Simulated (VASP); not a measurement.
# Fe (P6_3/mmc) in VASP: further runs, part 3 of 3

VASP 6.6.1.

**6. Single point, BLYP (11.53 Å³/atom)**

This run uses another cell than the first one, of 11.53 Å³/atom.

The input, INCAR:

```
  AGGAC = 1.0
  AGGAX = 1.0
  ALDAC = 0.0
  ALDAX = 1.0
  ALGO = Normal
  EDIFF = 1E-6
  ENCUT = 520
  GGA = B5
  ISIF = 2
  ISMEAR = -1
  LASPH = T
  LCHARG = F
  LREAL = F
  LWAVE = F
  NBANDS = 24
  NELM = 80
  PREC = Accurate
  SIGMA = 0.1
```

The input, KPOINTS:

```
k-points
0
Gamma
  16 16 5
```

The input, POSCAR:

```
Fe
1.0
    2.5491214781      0.0000000000      0.0000000000
   -1.2745607391      2.2076039574      0.0000000000
    0.0000000000      0.0000000000      8.1953796102
Fe
4
Direct
    0.0000000000      0.0000000000      0.0000000000
    0.0000000000      0.0000000000      0.5000000000
    0.3333333333      0.6666666667      0.2500000000
    0.6666666667      0.3333333333      0.7500000000
```

Potentials or basis: VASP PAW PBE potentials, release 64 (Fe).

Command:

```
$ cat potpaw_PBE.64/Fe/POTCAR > POTCAR
$ mpirun -np 1 vasp_std > vasp.out
```

OUTCAR:

```text
EDIFF = 1E-6
   ENCUT = 520
   GGA = B5
   ISIF = 2
   ISMEAR = -1
   LASPH = T
   LREAL = F
   NELM = 80
   PREC = Accurate

 ion  position               nearest neighbor table
   1  0.000  0.000  0.000-   3 2.52   4 2.52   4 2.52   3 2.52   4 2.52   3 2.52
   2  0.000  0.000  0.500-   3 2.52   4 2.52   4 2.52   3 2.52   4 2.52   3 2.52
   3  0.333  0.667  0.250-   1 2.52   2 2.52   1 2.52   2 2.52   1 2.52   2 2.52
   4  0.667  0.333  0.750-   1 2.52   2 2.52   1 2.52   2 2.52   1 2.52   2 2.52

  LATTYP: Found a hexagonal cell.
 ALAT       =     2.5491214781
 C/A-ratio  =     3.2149819774

  Lattice vectors:

 A1 = (   2.5491214781,   0.0000000000,   0.0000000000)
 A2 = (  -1.2745607391,   2.2076039574,   0.0000000000)
 A3 = (   0.0000000000,   0.0000000000,   8.1953796102)

Analysis of symmetry for initial positions (statically):
=====================================================================
 Subroutine PRICEL returns:
 Original cell was already a primitive cell.

 Routine SETGRP: Setting up the symmetry group for a
 hexagonal supercell.

 Subroutine GETGRP returns: Found 24 space group operations
 (whereof 12 operations were pure point group operations)
 out of a pool of 24 trial point group operations.

The static configuration has the point symmetry D_3d.
 The point group associated with its full space group is D_6h.

Analysis of symmetry for dynamics (positions and initial velocities):
=====================================================================
 Subroutine PRICEL returns:
 Original cell was already a primitive cell.

 Routine SETGRP: Setting up the symmetry group for a
 hexagonal supercell.

 Subroutine GETGRP returns: Found 24 space group operations
 (whereof 12 operations were pure point group operations)
 out of a pool of 24 trial point group operations.

The dynamic configuration has the point symmetry D_3d.
 The point group associated with its full space group is D_6h.

 Subroutine INISYM returns: Found 24 space group operations
 (whereof 12 operations are pure point group operations),
 and found     1 'primitive' translations

----------------------------------------------------------------------------------------

                                     Primitive cell

  volume of cell :      46.1191

  direct lattice vectors                    reciprocal lattice vectors
     2.549121478  0.000000000  0.000000000     0.392292015  0.226489900  0.000000000
    -1.274560739  2.207603957  0.000000000     0.000000000  0.452979800  0.000000000
     0.000000000  0.000000000  8.195379610     0.000000000  0.000000000  0.122019973

  length of vectors
     2.549121478  2.549121478  8.195379610     0.452979800  0.452979800  0.122019973

  position of ions in fractional coordinates (direct lattice)
     0.000000000  0.000000000  0.000000000
     0.000000000  0.000000000  0.500000000
     0.333333333  0.666666667  0.250000000
     0.666666667  0.333333333  0.750000000

  ion indices of the primitive-cell ions
   primitive index   ion index
                 1           1
[... 20 lines left out ...]
     0.028311238  0.028311238  0.024403995

  Shift w.r.t. Gamma in fractional coordinates (k-lattice)
     0.000000000  0.000000000  0.000000000

 Subroutine IBZKPT returns following result:
 ===========================================

 Found     90 irreducible k-points:

 Following reciprocal coordinates:
            Coordinates               Weight
  0.000000  0.000000  0.000000      1.000000
  0.062500  0.000000  0.000000      6.000000
  0.125000  0.000000  0.000000      6.000000
  0.187500 -0.000000  0.000000      6.000000
  0.250000  0.000000  0.000000      6.000000
  0.312500  0.000000  0.000000      6.000000
[... 16 lines left out ...]
  0.187500  0.187500  0.000000      6.000000
  0.250000  0.187500  0.000000     12.000000
 [... further k-points ...]
   k-points           NKPTS =     90   k-points in BZ     NKDIM =     90   number of bands    NBANDS=     24
   number of dos      NEDOS =    301   number of ions     NIONS =      4
   total plane-waves  NPLWV =  25600
   dimension x,y,z NGX =    20 NGY =   20 NGZ =   64
   dimension x,y,z NGXF=    40 NGYF=   40 NGZF=  128
   ions per type =               4
   NGX,Y,Z   is equivalent  to a cutoff of  13.04, 13.04, 12.98 a.u.
   NGXF,Y,Z  is equivalent  to a cutoff of  26.09, 26.09, 25.97 a.u.
 SYSTEM =  unknown system
   PREC   = accura    normal or accurate (medium, high low for compatibility)
   ISTART =      0    job   : 0-new  1-cont  2-samecut
   ICHARG =      2    charge: 1-file 2-atom 10-const
   ISPIN  =      1    spin polarized calculation?
   LNONCOLLINEAR =      F non collinear calculations
   LSORBIT =      F    spin-orbit coupling
   LASPH  =      T    aspherical Exc in radial PAW
   ENCUT  =  520.0 eV  38.22 Ry    6.18 a.u.   4.74  4.74 15.24*2*pi/ulx,y,z
   NELM   =     80;   NELMIN=  2; NELMDL= -5     # of ELM steps
   EDIFF  = 0.1E-05   stopping-criterion for ELM
   LREAL  =      F    real-space projection
   EDIFFG = 0.1E-04   stopping-criterion for IOM
   NSW    =      0    number of steps for IOM
   IBRION =     -1    ionic relax: 0-MD 1-quasi-New 2-CG
   NFREE  =      0    steps in history (QN), initial steepest desc. (CG)
   ISIF   =      2    stress and relaxation
   ISYM   =      2    0-nonsym 1-usesym 2-fastsym
   POTIM  = 0.5000    time-step for ionic-motion
   TEBEG  =    0.0;   TEEND  =   0.0 temperature during run
   PSTRESS=    0.0 pullay stress
   NELECT =      32.0000    total number of electrons
   NUPDOWN=      -1.0000    fix difference up-down
   EMIN   =  10.00;   EMAX   =-10.00  energy-range for DOS
   EFERMI =   0.00;   METHOD = LEGACY
   ISMEAR =    -1;   SIGMA  =   0.10  broadening in eV -4-tet -1-fermi 0-gaus
   EFERMI_NEDOS =   21; number of points for ismear=-14 and -15
   IALGO  =     38    algorithm
   IMIX   =      4    mixing-type and parameters
     AMIX     =   0.40;   BMIX     =  1.00
     AMIX_MAG =   1.60;   BMIX_MAG =  1.00
  volume/ion in A,a.u.               =      11.53        77.81
  Fermi-wavevector in a.u.,A,eV,Ry     =   1.449321  2.738819 28.579462  2.100531
  Thomas-Fermi vector in A             =   2.567061
   LORBIT       =      0    0 simple, 1 ext, 2 COOP (PROOUT), +10 PAW based schemes
   GGA     = B5    functional components
   LHFCALC =     F    Hartree Fock is set to
   AEXX    =    0.0000 exact exchange contribution
   IVDW    =     0    specifies the selected vdW correction
   LEPSILON=     F    determine dielectric tensor
   LRPA    =     F    only Hartree local field effects (RPA)
 non-spin polarized calculation
  energy-cutoff  :      520.00
  volume of cell :       46.12
 maximum number of plane-waves:      1255
 NGX is ok and might be reduce to    20
   NGX =  9   NGY =  9   NGZ = 31

 number of electron      31.9999993 magnetization

 Free energy of the ion-electron system (eV)
  ---------------------------------------------------
  ext. energy  EPLUGINS =         0.00000000
  ---------------------------------------------------
  free energy    TOTEN  =       -27.94963472 eV

  energy without entropy =      -27.68075060  energy(sigma->0) =      -27.81519266

 E-fermi :   6.0567     XC(G=0): -12.4613

 val. band max:        6.0549632719   @ k =   0.2500   0.2500   0.0000
 cond. band min:       6.0573705623   @ k =   0.0625   0.0000   0.0000
 fundamental gap:      0.0024072904
 Fermi energy:         6.0566955474

 k-point     1 :       0.0000    0.0000    0.0000
  band No.  band energies     occupation
      1      -1.9592      2.00000
      2       0.2425      2.00000
      3       0.2477      2.00000
      4       1.8739      2.00000
      5       4.2878      2.00000
      6       4.2936      2.00000
[... 637 lines left out ...]
     23       8.5127      0.00000
     24      14.3586      0.00000

 [... further k-points ...]

------------------------ aborting loop because EDIFF is reached ----------------------------------------

  FORCE on cell =-STRESS in cart. coord.  units (eV):
  Direction    XX          YY          ZZ          XY          YZ          ZX
  --------------------------------------------------------------------------------------
  -------------------------------------------------------------------------------------
  Total       -4.5544597     -4.5544597     -4.6852363      0.0000000      0.0000000     -0.0000000
  in kB     -158.2219276   -158.2219276   -162.7651096      0.0000000      0.0000000     -0.0000000
  external PRESSURE =    -159.7363216 kB  Pullay stress =       0.0000000 kB

 VOLUME and BASIS-vectors are now :
 -----------------------------------------------------------------------------
  energy-cutoff  :      520.00
  volume of cell :       46.12
      direct lattice vectors                 reciprocal lattice vectors
     2.549121478  0.000000000  0.000000000     0.392292015  0.226489900  0.000000000
    -1.274560739  2.207603957  0.000000000     0.000000000  0.452979800  0.000000000
     0.000000000  0.000000000  8.195379610     0.000000000  0.000000000  0.122019973

 POSITION                                       TOTAL-FORCE (eV/Angst)
 -----------------------------------------------------------------------------------
      0.00000      0.00000      0.00000        -0.000000      0.000000      0.000000
      0.00000      0.00000      4.09769        -0.000000      0.000000      0.000000
     -0.00000      1.47174      2.04884         0.000000      0.000000     -0.000000
      1.27456      0.73587      6.14653        -0.000000      0.000000      0.000000
 -----------------------------------------------------------------------------------
    total drift:                                0.000000     -0.000000      0.000000

  FREE ENERGIE OF THE ION-ELECTRON SYSTEM (eV)
  ---------------------------------------------------
  free  energy   TOTEN  =       -27.9496347212 eV

  energy  without entropy=      -27.6807506004  energy(sigma->0) =      -27.81519266
```

OSZICAR:

```text
N       E                     dE             d eps       ncg     rms          rms(c)
DAV:   1     0.226396742672E+03    0.22640E+03   -0.13793E+04  4352   0.172E+03
DAV:   2    -0.204077766241E+02   -0.24680E+03   -0.23162E+03  4368   0.340E+02
DAV:   3    -0.332532981470E+02   -0.12846E+02   -0.11203E+02  4944   0.108E+02
DAV:   4    -0.336024994383E+02   -0.34920E+00   -0.33801E+00  4416   0.188E+01
DAV:   5    -0.336061294879E+02   -0.36300E-02   -0.36278E-02  4800   0.152E+00    0.206E+01
DAV:   6    -0.287077299035E+02    0.48984E+01   -0.46866E+01  4344   0.957E+01    0.619E+00
DAV:   7    -0.280498510604E+02    0.65788E+00   -0.45853E+00  4504   0.315E+01    0.370E+00
DAV:   8    -0.285505294121E+02   -0.50068E+00   -0.22203E+00  5592   0.266E+01    0.117E+01
DAV:   9    -0.279668886074E+02    0.58364E+00   -0.93603E-01  5728   0.191E+01    0.747E-01
DAV:  10    -0.279539873168E+02    0.12901E-01   -0.32705E-02  4552   0.174E+00    0.339E-01
DAV:  11    -0.279496746894E+02    0.43126E-02   -0.19285E-03  5664   0.536E-01    0.652E-02
DAV:  12    -0.279496421929E+02    0.32496E-04   -0.24008E-04  4376   0.235E-01    0.372E-02
DAV:  13    -0.279496365870E+02    0.56059E-05   -0.27655E-05  4544   0.921E-02    0.875E-03
DAV:  14    -0.279496346561E+02    0.19310E-05   -0.10420E-06  2264   0.130E-02    0.641E-03
DAV:  15    -0.279496347212E+02   -0.65167E-07   -0.60832E-07  2232   0.140E-02
   1 F= -.27949635E+02 E0= -.27815193E+02  d E =-.268884E+00
```

stdout:

```text
POSCAR found type information on POSCAR Fe
 POSCAR found :  1 types and       4 ions
 scaLAPACK will be used
 -----------------------------------------------------------------------------
|                                                                             |
|                                                                             |
|     You enforced a specific xc type in the INCAR file but a different       |
|     I HOPE YOU KNOW WHAT YOU ARE DOING!                                     |
|                                                                             |
 -----------------------------------------------------------------------------

 LDA part: xc-table for (Slater(with rela. corr.)+VWN5), standard interpolation
 POSCAR, INCAR and KPOINTS ok, starting setup
 FFT: planning ... GRIDC
 FFT: planning ... GRID_SOFT
 FFT: planning ... GRID
 WAVECAR not read
 entering main loop
```

It took 2.5 min on 1 thread of Intel Xeon 8259CL, shared host; peak memory 0.21 GiB.

What came out:

- Free energy: -27.9496 eV
- Pressure: -16.0 GPa
- Band gap on the k mesh: zero (bands 16 and 17 overlap by 1.50 eV)

Stress tensor (GPa, compression positive):
```
-15.82   0.00   0.00
  0.00 -15.82   0.00
  0.00   0.00 -16.28
```

Caveat: the cell stands under tension; the PAW data sets were made with another functional, which shifts forces and pressure a little; the run has no spin polarisation, though such a crystal can be magnetic. Spin polarisation is off, so any magnetic state and its effect on volume and gap are missing.

**7. Summary**

```csv
cell,gap on the mesh (eV),pressure (GPa)
"a = 2.416, b = 2.416, c = 7.769 Å, angles 90.0, 90.0, 120.0°, 4 atoms",none,25.6
"a = 2.451, b = 2.451, c = 7.880 Å, angles 90.0, 90.0, 120.0°, 4 atoms",none,11.4
"a = 2.485, b = 2.485, c = 7.988 Å, angles 90.0, 90.0, 120.0°, 4 atoms",none,0.1
"a = 2.517, b = 2.517, c = 8.093 Å, angles 90.0, 90.0, 120.0°, 4 atoms",none,-8.9
"a = 2.549, b = 2.549, c = 8.195 Å, angles 90.0, 90.0, 120.0°, 4 atoms",none,-16.0
```

Alike in all rows: task single point; level BLYP; potentials or basis VASP PAW PBE potentials, release 64 (Fe); no spin polarisation; k mesh 16 × 16 × 5; cutoff (eV) 520; smearing fermi-dirac 0.1 eV.

Caveats: the PAW data sets were made with another functional, which shifts forces and pressure a little; the run has no spin polarisation, though such a crystal can be magnetic; the cell stands under pressure (at least some runs); the cell stands under tension (at least some runs).

Total energies depend on the potentials used, so only differences within one code and one set of settings carry meaning.
